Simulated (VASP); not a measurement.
# Li in VASP: a series of runs

The runs below take Li through single point, with PBE.

Program: VASP 6.6.1. These are calculated values, not measurements. Logs are shortened: lines on timing, memory, paths and dates and some standing lists are left out, and cuts for length are marked.

## Step 1: The cell of the first run

The structure is cubic, space group Pm-3n (No. 223). Conventional cell: a = 5.453 Å, b = 5.453 Å, c = 5.453 Å, α = 90.00°, β = 90.00°, γ = 90.00°. Li (site symmetry m-3) has 12 Li at 3.05 Å within 4.0 Å. Li (site symmetry -4m2) has 14 Li at 2.73 to 3.34 Å within 3.6 Å.

## Step 2: Single point, PBE

The input, INCAR:

```
PREC     = Accurate       # precision mode
ENCUT    = 520            # plane-wave cutoff, eV
EDIFF    = 1E-7           # SCF threshold, eV
ISMEAR   = 0              # smearing method
SIGMA    = 0.1            # smearing width, eV
LREAL    = False          # projectors in reciprocal space
LASPH    = True           # aspherical terms in the spheres
NELM     = 100            # most SCF steps
ALGO     = Normal         # electronic algorithm
ISIF     = 2              # what is computed and relaxed
LWAVE    = False          # write WAVECAR
LCHARG   = False          # write CHGCAR
GGA      = PE             # functional
NBANDS   = 22             # bands
```

The input, KPOINTS:

```
Automatic mesh
0
Gamma
  4 4 4
```

The input, POSCAR:

```
Li
1.0
    5.4529985533      0.0000000000      0.0000000000
    0.0000000000      5.4529985533      0.0000000000
    0.0000000000      0.0000000000      5.4529985533
Li
8
Direct
    0.5000000000      0.5000000000      0.5000000000
    0.0000000000      0.0000000000      0.0000000000
    0.2500000000      0.0000000000      0.5000000000
    0.5000000000      0.2500000000      0.0000000000
    0.5000000000      0.7500000000      0.0000000000
    0.7500000000      0.0000000000      0.5000000000
    0.0000000000      0.5000000000      0.7500000000
    0.0000000000      0.5000000000      0.2500000000
```

Potentials or basis: VASP PAW PBE potentials, release 64 (Li_sv).

Command:

```
$ cat potpaw_PBE.64/Li_sv/POTCAR > POTCAR
$ mpirun -np 1 vasp_std > vasp.out
```

OUTCAR:

```text
PREC = Accurate
   ENCUT = 520
   EDIFF = 1E-7
   ISMEAR = 0
   LREAL = False
   LASPH = True
   NELM = 100
   ISIF = 2
   GGA = PE

 ion  position               nearest neighbor table
   1  0.500  0.500  0.500-
   2  0.000  0.000  0.000-
   3  0.250  0.000  0.500-
   4  0.500  0.250  0.000-
   5  0.500  0.750  0.000-
   6  0.750  0.000  0.500-
   7  0.000  0.500  0.750-
   8  0.000  0.500  0.250-

  LATTYP: Found a simple cubic cell.
 ALAT       =     5.4529985533

  Lattice vectors:

 A1 = (   5.4529985533,   0.0000000000,   0.0000000000)
 A2 = (   0.0000000000,   5.4529985533,   0.0000000000)
 A3 = (   0.0000000000,   0.0000000000,   5.4529985533)

Analysis of symmetry for initial positions (statically):
=====================================================================
 Subroutine PRICEL returns:
 Original cell was already a primitive cell.

 Routine SETGRP: Setting up the symmetry group for a
 simple cubic supercell.

 Subroutine GETGRP returns: Found 48 space group operations
 (whereof 24 operations were pure point group operations)
 out of a pool of 48 trial point group operations.

The static configuration has the point symmetry T_h .
 The point group associated with its full space group is O_h .

Analysis of symmetry for dynamics (positions and initial velocities):
=====================================================================
 Subroutine PRICEL returns:
 Original cell was already a primitive cell.

 Routine SETGRP: Setting up the symmetry group for a
 simple cubic supercell.

 Subroutine GETGRP returns: Found 48 space group operations
 (whereof 24 operations were pure point group operations)
 out of a pool of 48 trial point group operations.

The dynamic configuration has the point symmetry T_h .
 The point group associated with its full space group is O_h .

 Subroutine INISYM returns: Found 48 space group operations
 (whereof 24 operations are pure point group operations),
 and found     1 'primitive' translations

----------------------------------------------------------------------------------------

                                     Primitive cell

  volume of cell :     162.1460

  direct lattice vectors                    reciprocal lattice vectors
     5.452998553  0.000000000  0.000000000     0.183385341  0.000000000  0.000000000
     0.000000000  5.452998553  0.000000000     0.000000000  0.183385341  0.000000000
     0.000000000  0.000000000  5.452998553     0.000000000  0.000000000  0.183385341

  length of vectors
     5.452998553  5.452998553  5.452998553     0.183385341  0.183385341  0.183385341

  position of ions in fractional coordinates (direct lattice)
     0.500000000  0.500000000  0.500000000
     0.000000000  0.000000000  0.000000000
     0.250000000  0.000000000  0.500000000
     0.500000000  0.250000000  0.000000000
     0.500000000  0.750000000  0.000000000
     0.750000000  0.000000000  0.500000000
     0.000000000  0.500000000  0.750000000
     0.000000000  0.500000000  0.250000000

  ion indices of the primitive-cell ions
   primitive index   ion index
                 1           1
                 2           2
                 3           3
                 4           4
                 5           5
                 6           6
                 7           7
                 8           8

----------------------------------------------------------------------------------------

 KPOINTS: Automatic mesh

Automatic generation of k-mesh.
 Grid dimensions read from file:
 generate k-points for:    4    4    4

 Generating k-lattice:

  Cartesian coordinates                     Fractional coordinates (reciprocal lattice)
     0.045846335  0.000000000  0.000000000     0.250000000  0.000000000  0.000000000
     0.000000000  0.045846335  0.000000000     0.000000000  0.250000000  0.000000000
     0.000000000  0.000000000  0.045846335     0.000000000  0.000000000  0.250000000

  Length of vectors
     0.045846335  0.045846335  0.045846335

  Shift w.r.t. Gamma in fractional coordinates (k-lattice)
     0.000000000  0.000000000  0.000000000

 Subroutine IBZKPT returns following result:
 ===========================================

 Found     10 irreducible k-points:

 Following reciprocal coordinates:
            Coordinates               Weight
  0.000000  0.000000  0.000000      1.000000
  0.250000  0.000000  0.000000      6.000000
  0.500000  0.000000  0.000000      3.000000
  0.250000  0.250000  0.000000     12.000000
  0.500000  0.250000  0.000000     12.000000
  0.500000  0.500000  0.000000      3.000000
  0.250000  0.250000  0.250000      8.000000
  0.500000  0.250000  0.250000     12.000000
  0.500000  0.500000  0.250000      6.000000
  0.500000  0.500000  0.500000      1.000000
   k-points           NKPTS =     10   k-points in BZ     NKDIM =     10   number of bands    NBANDS=     22
   number of dos      NEDOS =    301   number of ions     NIONS =      8
   total plane-waves  NPLWV =  74088
   dimension x,y,z NGX =    42 NGY =   42 NGZ =   42
   dimension x,y,z NGXF=    84 NGYF=   84 NGZF=   84
   ions per type =               8
   NGX,Y,Z   is equivalent  to a cutoff of  12.80, 12.80, 12.80 a.u.
   NGXF,Y,Z  is equivalent  to a cutoff of  25.61, 25.61, 25.61 a.u.
 SYSTEM =  unknown system
   PREC   = accura    normal or accurate (medium, high low for compatibility)
   ISTART =      0    job   : 0-new  1-cont  2-samecut
   ICHARG =      2    charge: 1-file 2-atom 10-const
   ISPIN  =      1    spin polarized calculation?
   LNONCOLLINEAR =      F non collinear calculations
   LSORBIT =      F    spin-orbit coupling
   LASPH  =      T    aspherical Exc in radial PAW
   ENCUT  =  520.0 eV  38.22 Ry    6.18 a.u.  10.14 10.14 10.14*2*pi/ulx,y,z
   NELM   =    100;   NELMIN=  2; NELMDL= -5     # of ELM steps
   EDIFF  = 0.1E-06   stopping-criterion for ELM
   LREAL  =      F    real-space projection
   EDIFFG = 0.1E-05   stopping-criterion for IOM
   NSW    =      0    number of steps for IOM
   IBRION =     -1    ionic relax: 0-MD 1-quasi-New 2-CG
   NFREE  =      0    steps in history (QN), initial steepest desc. (CG)
   ISIF   =      2    stress and relaxation
   ISYM   =      2    0-nonsym 1-usesym 2-fastsym
   POTIM  = 0.5000    time-step for ionic-motion
   TEBEG  =    0.0;   TEEND  =   0.0 temperature during run
   PSTRESS=    0.0 pullay stress
   NELECT =      24.0000    total number of electrons
   NUPDOWN=      -1.0000    fix difference up-down
   EMIN   =  10.00;   EMAX   =-10.00  energy-range for DOS
   EFERMI =   0.00;   METHOD = LEGACY
   ISMEAR =     0;   SIGMA  =   0.10  broadening in eV -4-tet -1-fermi 0-gaus
   EFERMI_NEDOS =   21; number of points for ismear=-14 and -15
   IALGO  =     38    algorithm
   IMIX   =      4    mixing-type and parameters
     AMIX     =   0.40;   BMIX     =  1.00
     AMIX_MAG =   1.60;   BMIX_MAG =  1.00
  volume/ion in A,a.u.               =      20.27       136.78
  Fermi-wavevector in a.u.,A,eV,Ry     =   0.865984  1.636472 10.203394  0.749928
  Thomas-Fermi vector in A             =   1.984307
   LORBIT       =      0    0 simple, 1 ext, 2 COOP (PROOUT), +10 PAW based schemes
   GGA     = PE    functional components
   LHFCALC =     F    Hartree Fock is set to
   AEXX    =    0.0000 exact exchange contribution
   IVDW    =     0    specifies the selected vdW correction
   LEPSILON=     F    determine dielectric tensor
   LRPA    =     F    only Hartree local field effects (RPA)
 non-spin polarized calculation
 Gauss-broadening in eV      SIGMA  =   0.10
  energy-cutoff  :      520.00
  volume of cell :      162.15
 maximum number of plane-waves:      4416
 NGX is ok and might be reduce to    42
   NGX = 21   NGY = 21   NGZ = 21

 number of electron      23.9999941 magnetization

 Free energy of the ion-electron system (eV)
  ---------------------------------------------------
  ext. energy  EPLUGINS =         0.00000000
  ---------------------------------------------------
  free energy    TOTEN  =       -15.17450720 eV

  energy without entropy =      -15.16437723  energy(sigma->0) =      -15.16944222

 E-fermi :   0.5193     XC(G=0):  -7.0440

 val. band max:        0.3631790035   @ k =   0.5000   0.2500   0.2500
 cond. band min:       0.5778479482   @ k =   0.2500   0.0000   0.0000
 fundamental gap:      0.2146689447
 Fermi energy:         0.5193022490

 k-point     1 :       0.0000    0.0000    0.0000
  band No.  band energies     occupation
      1     -45.9341      2.00000
      2     -45.9217      2.00000
      3     -45.9217      2.00000
      4     -45.9138      2.00000
      5     -45.9080      2.00000
      6     -45.9032      2.00000
[... 14 lines left out ...]
     21       4.9694      0.00000
     22       5.4920      0.00000

 k-point     2 :       0.2500    0.0000    0.0000
  band No.  band energies     occupation
      1     -45.9316      2.00000
      2     -45.9227      2.00000
      3     -45.9197      2.00000
      4     -45.9142      2.00000
      5     -45.9087      2.00000
      6     -45.9056      2.00000
[... 14 lines left out ...]
     21       5.7012      0.00000
     22       5.7012      0.00000

 k-point     3 :       0.5000    0.0000    0.0000
  band No.  band energies     occupation
      1     -45.9266      2.00000
      2     -45.9266      2.00000
      3     -45.9156      2.00000
      4     -45.9156      2.00000
      5     -45.9091      2.00000
      6     -45.9091      2.00000
[... 14 lines left out ...]
     21       5.8990      0.00000
     22       5.8990      0.00000

 k-point     4 :       0.2500    0.2500    0.0000
  band No.  band energies     occupation
      1     -45.9294      2.00000
      2     -45.9216      2.00000
      3     -45.9194      2.00000
      4     -45.9143      2.00000
      5     -45.9095      2.00000
      6     -45.9063      2.00000
[... 14 lines left out ...]
     21       5.5413      0.00000
     22       6.0853      0.00000

 k-point     5 :       0.5000    0.2500    0.0000
  band No.  band energies     occupation
      1     -45.9254      2.00000
      2     -45.9237      2.00000
      3     -45.9166      2.00000
      4     -45.9142      2.00000
      5     -45.9110      2.00000
      6     -45.9092      2.00000
[... 14 lines left out ...]
     21       5.5111      0.00000
     22       6.0009      0.00000

 k-point     6 :       0.5000    0.5000    0.0000
  band No.  band energies     occupation
      1     -45.9239      2.00000
      2     -45.9181      2.00000
      3     -45.9181      2.00000
      4     -45.9156      2.00000
      5     -45.9115      2.00000
      6     -45.9093      2.00000
[... 14 lines left out ...]
     21       6.9583      0.00000
     22       7.0376      0.00000

 k-point     7 :       0.2500    0.2500    0.2500
  band No.  band energies     occupation
      1     -45.9272      2.00000
      2     -45.9196      2.00000
      3     -45.9196      2.00000
      4     -45.9148      2.00000
      5     -45.9101      2.00000
      6     -45.9064      2.00000
[... 14 lines left out ...]
     21       5.8552      0.00000
     22       6.0173      0.00000

 k-point     8 :       0.5000    0.2500    0.2500
  band No.  band energies     occupation
      1     -45.9225      2.00000
      2     -45.9225      2.00000
      3     -45.9152      2.00000
      4     -45.9152      2.00000
      5     -45.9108      2.00000
      6     -45.9108      2.00000
[... 14 lines left out ...]
     21       6.4815      0.00000
     22       6.4815      0.00000

 k-point     9 :       0.5000    0.5000    0.2500
  band No.  band energies     occupation
      1     -45.9209      2.00000
      2     -45.9168      2.00000
      3     -45.9168      2.00000
      4     -45.9150      2.00000
      5     -45.9121      2.00000
      6     -45.9106      2.00000
[... 14 lines left out ...]
     21       7.2511      0.00000
     22       7.3421      0.00000

 k-point    10 :       0.5000    0.5000    0.5000
  band No.  band energies     occupation
      1     -45.9139      2.00000
      2     -45.9139      2.00000
      3     -45.9136      2.00000
      4     -45.9136      2.00000
      5     -45.9136      2.00000
      6     -45.9136      2.00000
[... 14 lines left out ...]
     21       7.9108      0.00000
     22       7.9245      0.00000

------------------------ aborting loop because EDIFF is reached ----------------------------------------

  FORCE on cell =-STRESS in cart. coord.  units (eV):
  Direction    XX          YY          ZZ          XY          YZ          ZX
  --------------------------------------------------------------------------------------
  -------------------------------------------------------------------------------------
  Total       -0.0066972     -0.0066972     -0.0066972      0.0000000     -0.0000000     -0.0000000
  in kB       -0.0661757     -0.0661757     -0.0661757      0.0000000     -0.0000000     -0.0000000
  external PRESSURE =      -0.0661757 kB  Pullay stress =       0.0000000 kB

 VOLUME and BASIS-vectors are now :
 -----------------------------------------------------------------------------
  energy-cutoff  :      520.00
  volume of cell :      162.15
      direct lattice vectors                 reciprocal lattice vectors
     5.452998553  0.000000000  0.000000000     0.183385341  0.000000000  0.000000000
     0.000000000  5.452998553  0.000000000     0.000000000  0.183385341  0.000000000
     0.000000000  0.000000000  5.452998553     0.000000000  0.000000000  0.183385341

 POSITION                                       TOTAL-FORCE (eV/Angst)
 -----------------------------------------------------------------------------------
      2.72650      2.72650      2.72650         0.000000     -0.000000      0.000000
      0.00000      0.00000      0.00000         0.000000     -0.000000      0.000000
      1.36325      0.00000      2.72650        -0.000000      0.000000      0.000000
      2.72650      1.36325      0.00000         0.000000     -0.000000     -0.000000
      2.72650      4.08975      0.00000         0.000000      0.000000      0.000000
      4.08975      0.00000      2.72650         0.000000     -0.000000      0.000000
      0.00000      2.72650      4.08975         0.000000      0.000000     -0.000000
      0.00000      2.72650      1.36325         0.000000     -0.000000      0.000000
 -----------------------------------------------------------------------------------
    total drift:                                0.000000     -0.000000     -0.000000

  FREE ENERGIE OF THE ION-ELECTRON SYSTEM (eV)
  ---------------------------------------------------
  free  energy   TOTEN  =       -15.1745071999 eV

  energy  without entropy=      -15.1643772320  energy(sigma->0) =      -15.16944222
```

Run time: 38 s. Hardware: 1 thread of Intel Xeon Platinum 8375C at 2.90GHz (Ice Lake), shared host; peak memory 0.24 GiB.

Results:

* Free energy: -15.1745 eV
* Band gap on the k mesh: zero (bands 12 and 13 overlap by 1.12 eV)

Caveat: the cutoff is under 1.25 times the usual one of these potentials, so pressure, stress and relaxed cells hold a basis-set (Pulay) error.

## Step 3: Single point, PBE

This run uses another cell than the first one, of 20.34 Å³/atom.

The input, INCAR:

```
SYSTEM = Li
ALGO = Fast ; EDIFF = 1E-6
ENCUT = 520 ; GGA = PE
ISIF = 2 ; ISMEAR = 0
LASPH = .TRUE. ; LCHARG = .TRUE.
LELF = .TRUE. ; LREAL = .FALSE.
LVHAR = .TRUE. ; LWAVE = .FALSE.
NBANDS = 22 ; NELM = 60
PREC = Accurate ; SIGMA = 0.1
```

The input, KPOINTS:

```
k-points
0
G
  4 4 4
  0 0 0
```

The input, POSCAR:

```
Li
1.0
    5.4631374685     -0.0163366081      0.0182250165
   -0.0159690431      5.4592692306      0.0039315247
    0.0172733971      0.0038257539      5.4563567225
Li
8
Direct
    0.5005626360      0.4995635704      0.4997916846
   -0.0005140073      0.0006222210      0.0002609275
    0.2494960786     -0.0004243869      0.4997192094
    0.5005066823      0.2494104861     -0.0001590926
    0.4987748739      0.7495249934     -0.0003871533
    0.7496531827     -0.0002286091      0.5007804081
    0.0006062030      0.5009859702      0.7500068607
    0.0009143508      0.5005457550      0.2499871556
```

Potentials or basis: VASP PAW PBE potentials, release 64 (Li_sv).

Command:

```
$ cat potpaw_PBE.64/Li_sv/POTCAR > POTCAR
$ mpirun -np 1 vasp_std > vasp.out
```

It took 2.6 min on 1 thread of Intel Xeon Platinum 8375C at 2.90GHz (Ice Lake), shared host; peak memory 0.28 GiB.

It converged, with:

```yaml
Free_energy: -15.1743 eV
Largest_force: 0.007 eV/Å
Band_gap_on_the_k_mesh: zero (bands 12 and 13 overlap by 1.12 eV)
```

Forces in eV/Å, atoms in the order of the input:
```
Li   0.001  0.000 -0.001
Li   0.001  0.000  0.000
Li   0.003 -0.001 -0.002
Li   0.001  0.002  0.002
Li   0.003  0.001  0.001
Li  -0.001  0.004  0.000
Li  -0.006 -0.004  0.000
Li  -0.001 -0.003  0.001
```

Levels at points of the mesh, in eV from the Fermi level:
```tsv
k point	band 8	band 9	band 10	band 11	band 12	band 13	band 14	band 15	band 16	band 17
(0.00, 0.00, 0.00)	-46.43	-3.45	-0.19	-0.19	-0.18	0.71	0.71	0.96	3.70	3.73
(0.50, 0.00, 0.00)	-46.43	-2.52	-2.51	0.51	0.51	0.95	0.95	1.47	1.47	2.72
(0.00, 0.50, 0.00)	-46.43	-2.51	-2.51	0.51	0.51	0.94	0.95	1.47	1.47	2.72
(0.50, 0.50, 0.00)	-46.43	-1.58	-1.57	-1.56	-1.55	1.16	1.59	1.61	1.92	2.87
(0.00, 0.00, 0.50)	-46.43	-2.51	-2.51	0.51	0.51	0.94	0.95	1.47	1.47	2.72
(0.50, 0.00, 0.50)	-46.43	-1.58	-1.57	-1.55	-1.55	1.16	1.59	1.61	1.92	2.87
(0.00, 0.50, 0.50)	-46.43	-1.57	-1.56	-1.56	-1.56	1.15	1.59	1.60	1.92	2.87
(0.50, 0.50, 0.50)	-46.44	-0.63	-0.63	-0.62	-0.62	-0.60	-0.60	-0.57	-0.57	7.34
```

Caveat: the cutoff is under 1.25 times the usual one of these potentials, so pressure, stress and relaxed cells hold a basis-set (Pulay) error.
